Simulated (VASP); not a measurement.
Here is a VASP 6.6.1 calculation.

File INCAR:

```
PREC = Accurate
ENCUT = 700
EDIFF = 1E-6
ISMEAR = -1
SIGMA = 0.05
LREAL = F
LASPH = T
NELM = 200
ALGO = Normal
ISIF = 2
LWAVE = F
LCHARG = F
ISPIN = 2
MAGMOM = 3 0
LORBIT = 11
LMAXMIX = 4
GGA = PE
NBANDS = 22
GGA_COMPAT = F
```

Contents of KPOINTS:

```
regular mesh
0
Gamma
  11 11 11
```

POSCAR

```
FeO
1.0
    1.4971703779      0.8643917259      2.4817931879
   -1.4971703779      0.8643917259      2.4817931879
    0.0000000000     -1.7287834419      2.4817931879
Fe O
1 1
Direct
    0.0000000000      0.0000000000      0.0000000000
    0.5000000000      0.5000000000      0.5000000000
```

Potentials or basis: VASP PAW PBE potentials, release 64 (Fe_sv, O).

The run is started by

```console
$ cat potpaw_PBE.64/Fe_sv/POTCAR potpaw_PBE.64/O/POTCAR > POTCAR
$ mpirun -np 1 vasp_std > vasp.out
```

Estimate the band gap on the k mesh.

zero (filled and empty bands overlap).

Predict the pressure.

6.3 GPa.

What does it give for the site moments?

Fe +3.48; O +0.30 μB.

Stress tensor (GPa, compression positive):
```
6.58 0.00 0.00
0.00 6.58 0.00
0.00 0.00 5.78
```

Caveat: the cell stands under pressure; a cell with one magnetic atom can't hold antiferromagnetic order, which such compounds often take; semilocal functionals often make such compounds metallic where correlation or magnetic order opens a gap, which also shifts bond lengths. With open d or f shells a metallic result of PBE can be an artefact of self-interaction; +U or a hybrid may open a gap.
